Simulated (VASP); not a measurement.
Crystal: AlN.

```
CELL_PARAMETERS angstrom
0.00000 2.03526 2.03526
2.03526 0.00000 2.03526
2.03526 2.03526 0.00000
ATOMIC_POSITIONS crystal
Al 0.56155 0.47900 0.49353
N 0.93845 0.02100 0.00647
```

```yaml
Program: VASP 6.6.1
Task: relaxation of cell and atoms
Functional: PBE
Potentials_or_basis: VASP PAW PBE potentials, release 64 (Al, N)
Cutoff: 600 eV
k_mesh: 10 × 10 × 10
Occupations: gaussian, width 0.05 eV
Spin: no spin polarisation
```

At the start: pressure 13.2 GPa; volume 8.43 Å³/atom.

Task: How do energy, volume and symmetry change on relaxing?

Result: Over 12 steps the energy falls by 152.2 meV/atom and the volume is 8.42 Å³/atom (-0.1 %); space group Cm (No. 8, to 0.1 Å) before, Fm-3m (No. 225, to 0.1 Å).

The path:
```tsv
step	energy change (eV)	largest force (eV/Å)	pressure (GPa)	volume (Å³)
1	0.0000	2.1266	13.20	16.86
2	-0.1471	0.4661	-18.43	18.60
3	-0.1823	0.7544	-10.36	17.96
4	-0.2825	0.3642	-1.46	17.01
5	-0.2899	0.1554	2.72	16.70
6	-0.3020	0.1102	0.02	16.84
7	-0.3021	0.1289	-0.14	16.85
8	-0.3041	0.0446	0.00	16.83
9	-0.3043	0.0120	0.11	16.83
10	-0.3043	0.0131	0.10	16.83
11	-0.3043	0.0151	0.09	16.83
12	-0.3043	0.0062	-0.09	16.84
```

Final structure:
```
Al N
1.0
    -0.00022    2.03460    2.03432
     2.03391    0.00003    2.03410
     2.03414    2.03494   -0.00016
Al N
1 1
Cartesian
  2.0341 2.0345 2.0338
  4.0679 2.0352 2.0343
```
